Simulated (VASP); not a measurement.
# CdSe (Cadmoselite) (P6_3mc) in VASP: a series of runs

Runs on CdSe (Cadmoselite). Level: PBE. Tasks: single point.

Program: VASP 6.6.1. These are calculated values, not measurements. Logs are shortened: lines on timing, memory, paths and dates and some standing lists are left out, and cuts for length are marked.

### 1 The cell of the first run

It takes space group P6_3mc (No. 186, hexagonal). The conventional cell has a = 4.300 Å, b = 4.300 Å, c = 7.020 Å, α = 90.00°, β = 90.00°, γ = 120.00°. Within 3.4 Å of Cd (site symmetry 3m) lie 4 Se at 2.61 to 2.70 Å. Se (site symmetry 3m) has 4 Cd at 2.61 to 2.70 Å within 3.4 Å.

### 2 Single point, PBE

The input, INCAR:

```
SYSTEM = CdSe
ALGO = Normal ; EDIFF = 1E-6
ENCUT = 520 ; GGA = PE
ISIF = 2 ; ISMEAR = 0
LASPH = .True. ; LCHARG = .False.
LREAL = .False. ; LWAVE = .False.
NBANDS = 26 ; NELM = 60
PREC = Accurate ; SIGMA = 0.024
```

The input, KPOINTS:

```
k-points
0
Gamma
  7 7 4
  0 0 0
```

The input, POSCAR:

```
CdSe
1.0
    4.3000000000      0.0000000000      0.0000000000
   -2.1500000000      3.7239092363      0.0000000000
    0.0000000000      0.0000000000      7.0200000000
Cd Se
2 2
Direct
    0.6666666667      0.3333333333      0.5000000000
    0.3333333333      0.6666666667      0.0000000000
    0.6666666667      0.3333333333      0.8850000000
    0.3333333333      0.6666666667      0.3850000000
```

Potentials or basis: VASP PAW PBE potentials, release 64 (Cd, Se).

The run is started by

```bash
> cat potpaw_PBE.64/Cd/POTCAR potpaw_PBE.64/Se/POTCAR > POTCAR
> mpirun -np 1 vasp_std > vasp.out
```

OUTCAR:

```text
SYSTEM = CdSe
   EDIFF = 1E-6
   ENCUT = 520
   GGA = PE
   ISIF = 2
   ISMEAR = 0
   LASPH = .True.
   LREAL = .False.
   NELM = 60
   PREC = Accurate

 ion  position               nearest neighbor table
   1  0.667  0.333  0.500-   4 2.61   4 2.61   4 2.61   3 2.70
   2  0.333  0.667  0.000-   3 2.61   3 2.61   3 2.61   4 2.70
   3  0.667  0.333  0.885-   2 2.61   2 2.61   2 2.61   1 2.70
   4  0.333  0.667  0.385-   1 2.61   1 2.61   1 2.61   2 2.70

  LATTYP: Found a hexagonal cell.
 ALAT       =     4.3000000000
 C/A-ratio  =     1.6325581395

  Lattice vectors:

 A1 = (   4.3000000000,   0.0000000000,   0.0000000000)
 A2 = (  -2.1500000000,   3.7239092363,   0.0000000000)
 A3 = (   0.0000000000,   0.0000000000,   7.0200000000)

Analysis of symmetry for initial positions (statically):
=====================================================================
 Subroutine PRICEL returns:
 Original cell was already a primitive cell.

 Routine SETGRP: Setting up the symmetry group for a
 hexagonal supercell.

 Subroutine GETGRP returns: Found 12 space group operations
 (whereof  6 operations were pure point group operations)
 out of a pool of 24 trial point group operations.

The static configuration has the point symmetry C_3v.
 The point group associated with its full space group is C_6v.

Analysis of symmetry for dynamics (positions and initial velocities):
=====================================================================
 Subroutine PRICEL returns:
 Original cell was already a primitive cell.

 Routine SETGRP: Setting up the symmetry group for a
 hexagonal supercell.

 Subroutine GETGRP returns: Found 12 space group operations
 (whereof  6 operations were pure point group operations)
 out of a pool of 24 trial point group operations.

The dynamic configuration has the point symmetry C_3v.
 The point group associated with its full space group is C_6v.

 Subroutine INISYM returns: Found 12 space group operations
 (whereof  6 operations are pure point group operations),
 and found     1 'primitive' translations

----------------------------------------------------------------------------------------

                                     Primitive cell

  volume of cell :     112.4099

  direct lattice vectors                    reciprocal lattice vectors
     4.300000000  0.000000000  0.000000000     0.232558140  0.134267504  0.000000000
    -2.150000000  3.723909236  0.000000000     0.000000000  0.268535009  0.000000000
     0.000000000  0.000000000  7.020000000     0.000000000  0.000000000  0.142450142

  length of vectors
     4.300000000  4.300000000  7.020000000     0.268535009  0.268535009  0.142450142

  position of ions in fractional coordinates (direct lattice)
     0.666666667  0.333333333  0.500000000
     0.333333333  0.666666667  0.000000000
     0.666666667  0.333333333  0.885000000
     0.333333333  0.666666667  0.385000000

  ion indices of the primitive-cell ions
   primitive index   ion index
                 1           1
                 2           2
                 3           3
                 4           4

----------------------------------------------------------------------------------------

 KPOINTS: k-points

Automatic generation of k-mesh.
 Grid dimensions read from file:
 generate k-points for:    7    7    4

 Generating k-lattice:

  Cartesian coordinates                     Fractional coordinates (reciprocal lattice)
     0.033222591  0.019181072  0.000000000     0.142857143  0.000000000  0.000000000
     0.000000000  0.038362144  0.000000000     0.000000000  0.142857143  0.000000000
     0.000000000  0.000000000  0.035612536     0.000000000  0.000000000  0.250000000

  Length of vectors
     0.038362144  0.038362144  0.035612536

  Shift w.r.t. Gamma in fractional coordinates (k-lattice)
     0.000000000  0.000000000  0.000000000

 Subroutine IBZKPT returns following result:
 ===========================================

 Found     24 irreducible k-points:

 Following reciprocal coordinates:
            Coordinates               Weight
  0.000000  0.000000  0.000000      1.000000
  0.142857  0.000000  0.000000      6.000000
  0.285714 -0.000000  0.000000      6.000000
  0.428571 -0.000000  0.000000      6.000000
  0.142857  0.142857  0.000000      6.000000
  0.285714  0.142857  0.000000     12.000000
[... 16 lines left out ...]
  0.428571  0.142857  0.500000      6.000000
  0.285714  0.285714  0.500000      6.000000
   k-points           NKPTS =     24   k-points in BZ     NKDIM =     24   number of bands    NBANDS=     26
   number of dos      NEDOS =    301   number of ions     NIONS =      4
   total plane-waves  NPLWV =  55296
   dimension x,y,z NGX =    32 NGY =   32 NGZ =   54
   dimension x,y,z NGXF=    64 NGYF=   64 NGZF=  108
   ions per type =               2   2
   NGX,Y,Z   is equivalent  to a cutoff of  12.37, 12.37, 12.79 a.u.
   NGXF,Y,Z  is equivalent  to a cutoff of  24.74, 24.74, 25.58 a.u.
 SYSTEM =  CdSe
   PREC   = accura    normal or accurate (medium, high low for compatibility)
   ISTART =      0    job   : 0-new  1-cont  2-samecut
   ICHARG =      2    charge: 1-file 2-atom 10-const
   ISPIN  =      1    spin polarized calculation?
   LNONCOLLINEAR =      F non collinear calculations
   LSORBIT =      F    spin-orbit coupling
   LASPH  =      T    aspherical Exc in radial PAW
   ENCUT  =  520.0 eV  38.22 Ry    6.18 a.u.   8.00  8.00 13.05*2*pi/ulx,y,z
   NELM   =     60;   NELMIN=  2; NELMDL= -5     # of ELM steps
   EDIFF  = 0.1E-05   stopping-criterion for ELM
   LREAL  =      F    real-space projection
   EDIFFG = 0.1E-04   stopping-criterion for IOM
   NSW    =      0    number of steps for IOM
   IBRION =     -1    ionic relax: 0-MD 1-quasi-New 2-CG
   NFREE  =      0    steps in history (QN), initial steepest desc. (CG)
   ISIF   =      2    stress and relaxation
   ISYM   =      2    0-nonsym 1-usesym 2-fastsym
   POTIM  = 0.5000    time-step for ionic-motion
   TEBEG  =    0.0;   TEEND  =   0.0 temperature during run
   PSTRESS=    0.0 pullay stress
   NELECT =      36.0000    total number of electrons
   NUPDOWN=      -1.0000    fix difference up-down
   EMIN   =  10.00;   EMAX   =-10.00  energy-range for DOS
   EFERMI =   0.00;   METHOD = LEGACY
   ISMEAR =     0;   SIGMA  =   0.02  broadening in eV -4-tet -1-fermi 0-gaus
   EFERMI_NEDOS =   21; number of points for ismear=-14 and -15
   IALGO  =     38    algorithm
   IMIX   =      4    mixing-type and parameters
     AMIX     =   0.40;   BMIX     =  1.00
     AMIX_MAG =   1.60;   BMIX_MAG =  1.00
  volume/ion in A,a.u.               =      28.10       189.64
  Fermi-wavevector in a.u.,A,eV,Ry     =   1.120059  2.116604 17.068937  1.254531
  Thomas-Fermi vector in A             =   2.256702
   LORBIT       =      0    0 simple, 1 ext, 2 COOP (PROOUT), +10 PAW based schemes
   GGA     = PE    functional components
   LHFCALC =     F    Hartree Fock is set to
   AEXX    =    0.0000 exact exchange contribution
   IVDW    =     0    specifies the selected vdW correction
   LEPSILON=     F    determine dielectric tensor
   LRPA    =     F    only Hartree local field effects (RPA)
 non-spin polarized calculation
 Gauss-broadening in eV      SIGMA  =   0.02
  energy-cutoff  :      520.00
  volume of cell :      112.41
 maximum number of plane-waves:      3042
 NGX is ok and might be reduce to    32
   NGX = 15   NGY = 15   NGZ = 27

 number of electron      35.9999998 magnetization

 Free energy of the ion-electron system (eV)
  ---------------------------------------------------
  ext. energy  EPLUGINS =         0.00000000
  ---------------------------------------------------
  free energy    TOTEN  =       -10.90422397 eV

  energy without entropy =      -10.90422397  energy(sigma->0) =      -10.90422397

 E-fermi :   1.0609     XC(G=0):  -8.8819

 val. band max:        0.9365642225   @ k =   0.0000   0.0000   0.0000
 cond. band min:       1.6391811069   @ k =   0.0000   0.0000   0.0000
 fundamental gap:      0.7026168844
 Fermi energy:         1.0609348343

 k-point     1 :       0.0000    0.0000    0.0000
  band No.  band energies     occupation
      1     -11.6579      2.00000
      2     -11.2918      2.00000
      3      -6.9988      2.00000
      4      -6.9988      2.00000
      5      -6.9433      2.00000
      6      -6.9433      2.00000
[... 18 lines left out ...]
     25       7.9283      0.00000
     26       8.6656      0.00000

 k-point     2 :       0.1429    0.0000    0.0000
  band No.  band energies     occupation
      1     -11.5948      2.00000
      2     -11.2613      2.00000
      3      -6.9726      2.00000
      4      -6.9617      2.00000
      5      -6.9144      2.00000
      6      -6.9102      2.00000
[... 18 lines left out ...]
     25       8.2893      0.00000
     26       8.4172      0.00000

 k-point     3 :       0.2857   -0.0000    0.0000
  band No.  band energies     occupation
      1     -11.4441      2.00000
      2     -11.1994      2.00000
      3      -6.9203      2.00000
      4      -6.9067      2.00000
      5      -6.8353      2.00000
      6      -6.8111      2.00000
[... 18 lines left out ...]
     25       8.5966      0.00000
     26       8.9502      0.00000

 k-point     4 :       0.4286   -0.0000    0.0000
  band No.  band energies     occupation
      1     -11.3054      2.00000
      2     -11.1659      2.00000
      3      -6.8883      2.00000
      4      -6.8862      2.00000
      5      -6.7767      2.00000
      6      -6.7309      2.00000
[... 18 lines left out ...]
     25       8.8672      0.00000
     26      10.1339      0.00000
[... 496 lines left out ...]
      1     -11.2490      2.00000
      2     -11.2490      2.00000
      3      -6.8556      2.00000
      4      -6.8556      2.00000
      5      -6.8306      2.00000
      6      -6.8306      2.00000
[... 18 lines left out ...]
     25       8.6983      0.00000
     26       8.6983      0.00000

 k-point    23 :       0.4286    0.1429    0.5000
  band No.  band energies     occupation
      1     -11.2052      2.00000
      2     -11.2052      2.00000
      3      -6.8364      2.00000
      4      -6.8364      2.00000
      5      -6.8228      2.00000
      6      -6.8228      2.00000
[... 18 lines left out ...]
     25       9.3336      0.00000
     26       9.3336      0.00000

 k-point    24 :       0.2857    0.2857    0.5000
  band No.  band energies     occupation
      1     -11.1952      2.00000
      2     -11.1952      2.00000
      3      -6.8289      2.00000
      4      -6.8289      2.00000
      5      -6.8100      2.00000
      6      -6.8100      2.00000
[... 18 lines left out ...]
     25       9.0074      0.00000
     26       9.0074      0.00000

------------------------ aborting loop because EDIFF is reached ----------------------------------------

  FORCE on cell =-STRESS in cart. coord.  units (eV):
  Direction    XX          YY          ZZ          XY          YZ          ZX
  --------------------------------------------------------------------------------------
  -------------------------------------------------------------------------------------
  Total        2.8297314      2.8297314      1.3540470      0.0000000      0.0000000      0.0000000
  in kB       40.3321289     40.3321289     19.2992165      0.0000000      0.0000000      0.0000000
  external PRESSURE =      33.3211581 kB  Pullay stress =       0.0000000 kB

 VOLUME and BASIS-vectors are now :
 -----------------------------------------------------------------------------
  energy-cutoff  :      520.00
  volume of cell :      112.41
      direct lattice vectors                 reciprocal lattice vectors
     4.300000000  0.000000000  0.000000000     0.232558140  0.134267504  0.000000000
    -2.150000000  3.723909236  0.000000000     0.000000000  0.268535009  0.000000000
     0.000000000  0.000000000  7.020000000     0.000000000  0.000000000  0.142450142

 POSITION                                       TOTAL-FORCE (eV/Angst)
 -----------------------------------------------------------------------------------
      2.15000      1.24130      3.51000         0.000000     -0.000000      0.291235
     -0.00000      2.48261      0.00000        -0.000000      0.000000      0.291235
      2.15000      1.24130      6.21270        -0.000000     -0.000000     -0.291235
     -0.00000      2.48261      2.70270         0.000000      0.000000     -0.291235
 -----------------------------------------------------------------------------------
    total drift:                               -0.000000     -0.000000      0.000083

  FREE ENERGIE OF THE ION-ELECTRON SYSTEM (eV)
  ---------------------------------------------------
  free  energy   TOTEN  =       -10.9042239738 eV

  energy  without entropy=      -10.9042239738  energy(sigma->0) =      -10.90422397
```

It used 150 s of CPU time on 1 thread of AMD EPYC 7R13 Processor (Zen 3) (shared host).

Results:

```
Free energy            : -10.9042 eV
Pressure               : 3.3 GPa
Largest force          : 0.291 eV/Å
Band gap on the k mesh : 0.70 eV, direct
```

Forces in eV/Å, atoms in the order of the input:
```
Cd   0.000  0.000  0.291
Cd   0.000  0.000  0.291
Se   0.000  0.000 -0.291
Se   0.000  0.000 -0.291
```

Stress tensor (GPa, compression positive):
```
4.03 0.00 0.00
0.00 4.03 0.00
0.00 0.00 1.93
```

Levels at points of the mesh, in eV from the valence-band top:
| k point | band 14 | band 15 | band 16 | band 17 | band 18 | band 19 | band 20 | band 21 | band 22 | band 23 |
| --- | --- | --- | --- | --- | --- | --- | --- | --- | --- | --- |
| (0.00, 0.00, 0.00) | -0.72 | -0.72 | -0.01 | 0.00 | 0.00 | 0.70 | 2.12 | 5.88 | 5.88 | 6.14 |
| (0.00, 0.00, 0.50) | -2.57 | -0.37 | -0.37 | -0.37 | -0.37 | 2.34 | 2.34 | 5.83 | 5.83 | 6.25 |

### 3 Single point, PBE

The input, INCAR:

```
SYSTEM = CdSe
PREC     = Accurate       ! precision mode
ENCUT    = 520            ! plane-wave cutoff, eV
EDIFF    = 1E-7           ! SCF threshold, eV
ISMEAR   = 0              ! smearing method
SIGMA    = 0.025          ! smearing width, eV
LREAL    = .False.        ! projectors in reciprocal space
LASPH    = .True.         ! aspherical terms in the spheres
NELM     = 60             ! most SCF steps
ALGO     = Normal         ! electronic algorithm
ISIF     = 2              ! what is computed and relaxed
LWAVE    = .False.        ! write WAVECAR
LCHARG   = .False.        ! write CHGCAR
GGA      = PE             ! functional
NBANDS   = 26             ! bands
```

The input, KPOINTS:

```
regular mesh
0
Gamma
  7 7 4
  0 0 0
```

POSCAR is that of step 2.

Potentials or basis: VASP PAW PBE potentials, release 64 (Cd, Se).

The run is started by

```bash
> cat potpaw_PBE.64/Cd/POTCAR potpaw_PBE.64/Se/POTCAR > POTCAR
> mpirun -np 1 vasp_std > vasp.out
```

It used 110 s of CPU time on 1 thread of AMD EPYC 7R13 Processor (Zen 3) (shared host).

The run converged. Its results:

| Quantity | Value |
| --- | --- |
| Free energy | -10.9042 eV |
| Pressure | 3.3 GPa |
| Largest force | 0.291 eV/Å |
| Band gap on the k mesh | 0.70 eV, direct |

Forces on the atoms (eV/Å):
```
Cd   0.000  0.000  0.291
Cd   0.000  0.000  0.291
Se   0.000  0.000 -0.291
Se   0.000  0.000 -0.291
```

Stress tensor (GPa, compression positive):
```
4.04 0.00 0.00
0.00 4.04 0.00
0.00 0.00 1.94
```

Levels at points of the mesh, in eV from the valence-band top:
| k point | band 14 | band 15 | band 16 | band 17 | band 18 | band 19 | band 20 | band 21 | band 22 | band 23 |
| --- | --- | --- | --- | --- | --- | --- | --- | --- | --- | --- |
| (0.00, 0.00, 0.00) | -0.72 | -0.72 | -0.01 | 0.00 | 0.00 | 0.70 | 2.12 | 5.88 | 5.88 | 6.14 |
| (0.00, 0.00, 0.50) | -2.57 | -0.37 | -0.37 | -0.37 | -0.37 | 2.34 | 2.34 | 5.83 | 5.83 | 6.25 |

### 4 Single point, PBE

The input, INCAR:

```
ALGO = Normal
EDIFF = 1E-7
ENCUT = 520
GGA = PE
ISIF = 2
ISMEAR = 0
LASPH = True
LCHARG = False
LREAL = False
LWAVE = False
NBANDS = 26
NELM = 80
PREC = Accurate
SIGMA = 0.026000000000000002
```

The input, KPOINTS:

```
k-points
0
Gamma
  7 7 4
```

POSCAR is that of step 3.

Potentials or basis: VASP PAW PBE potentials, release 64 (Cd, Se).

The run is started by

```bash
> cat potpaw_PBE.64/Cd/POTCAR potpaw_PBE.64/Se/POTCAR > POTCAR
> mpirun -np 1 vasp_std > vasp.out
```

OUTCAR:

```text
EDIFF = 1E-7
   ENCUT = 520
   GGA = PE
   ISIF = 2
   ISMEAR = 0
   LASPH = True
   LREAL = False
   NELM = 80
   PREC = Accurate

 ion  position               nearest neighbor table
   1  0.667  0.333  0.500-   4 2.61   4 2.61   4 2.61   3 2.70
   2  0.333  0.667  0.000-   3 2.61   3 2.61   3 2.61   4 2.70
   3  0.667  0.333  0.885-   2 2.61   2 2.61   2 2.61   1 2.70
   4  0.333  0.667  0.385-   1 2.61   1 2.61   1 2.61   2 2.70

  LATTYP: Found a hexagonal cell.
[... 894 lines left out ...]
  FORCE on cell =-STRESS in cart. coord.  units (eV):
  Direction    XX          YY          ZZ          XY          YZ          ZX
  --------------------------------------------------------------------------------------
  -------------------------------------------------------------------------------------
  Total        2.8365997      2.8365997      1.3607492      0.0000000      0.0000000      0.0000000
  in kB       40.4300224     40.4300224     19.3947429      0.0000000      0.0000000      0.0000000
  external PRESSURE =      33.4182626 kB  Pullay stress =       0.0000000 kB

 VOLUME and BASIS-vectors are now :
 -----------------------------------------------------------------------------
  energy-cutoff  :      520.00
  volume of cell :      112.41
      direct lattice vectors                 reciprocal lattice vectors
     4.300000000  0.000000000  0.000000000     0.232558140  0.134267504  0.000000000
    -2.150000000  3.723909236  0.000000000     0.000000000  0.268535009  0.000000000
     0.000000000  0.000000000  7.020000000     0.000000000  0.000000000  0.142450142

 POSITION                                       TOTAL-FORCE (eV/Angst)
 -----------------------------------------------------------------------------------
      2.15000      1.24130      3.51000        -0.000000      0.000000      0.291255
     -0.00000      2.48261      0.00000         0.000000     -0.000000      0.291255
      2.15000      1.24130      6.21270        -0.000000     -0.000000     -0.291255
     -0.00000      2.48261      2.70270         0.000000      0.000000     -0.291255
 -----------------------------------------------------------------------------------
    total drift:                               -0.000000     -0.000000      0.000089

  FREE ENERGIE OF THE ION-ELECTRON SYSTEM (eV)
  ---------------------------------------------------
  free  energy   TOTEN  =       -10.9042241167 eV

  energy  without entropy=      -10.9042241167  energy(sigma->0) =      -10.90422412
```

stdout:

```text
POSCAR found type information on POSCAR CdSe
 POSCAR found :  2 types and       4 ions
 scaLAPACK will be used
 LDA part: xc-table for (Slater+PW92), standard interpolation
 POSCAR, INCAR and KPOINTS ok, starting setup
 FFT: planning ... GRIDC
 FFT: planning ... GRID_SOFT
 FFT: planning ... GRID
 WAVECAR not read
 entering main loop
```

It used 110 s of CPU time on 1 thread of AMD EPYC 7R13 Processor (Zen 3), with other jobs on the host.

Results:

| Item | Value |
| --- | --- |
| Free energy | -10.9042 eV |
| Pressure | 3.3 GPa |
| Largest force | 0.291 eV/Å |
| Band gap on the k mesh | 0.70 eV, direct |

Forces in eV/Å, atoms in the order of the input:
```
Cd   0.000  0.000  0.291
Cd   0.000  0.000  0.291
Se   0.000  0.000 -0.291
Se   0.000  0.000 -0.291
```

Stress tensor (GPa, compression positive):
```
4.04 0.00 0.00
0.00 4.04 0.00
0.00 0.00 1.94
```

PBE gaps usually lie below the measured ones, often by a third to a half.

### 5 The runs side by side

| smearing | gap on the mesh (eV) | pressure (GPa) | largest force (eV/Å) |
| --- | --- | --- | --- |
| gaussian 0.024 eV | 0.70 | 3.3 | 0.29 |
| gaussian 0.025 eV | 0.70 | 3.3 | 0.29 |
| gaussian 0.026 eV | 0.70 | 3.3 | 0.29 |

Alike in all rows: task single point; level PBE; potentials or basis VASP PAW PBE potentials, release 64 (Cd, Se); no spin polarisation; cell as given; k mesh 7 × 7 × 4; cutoff (eV) 520.

On the cell as given the gap runs from 0.70 eV (PBE) to 0.70 eV (PBE).

Total energies depend on the potentials used, so only differences within one code and one set of settings carry meaning.
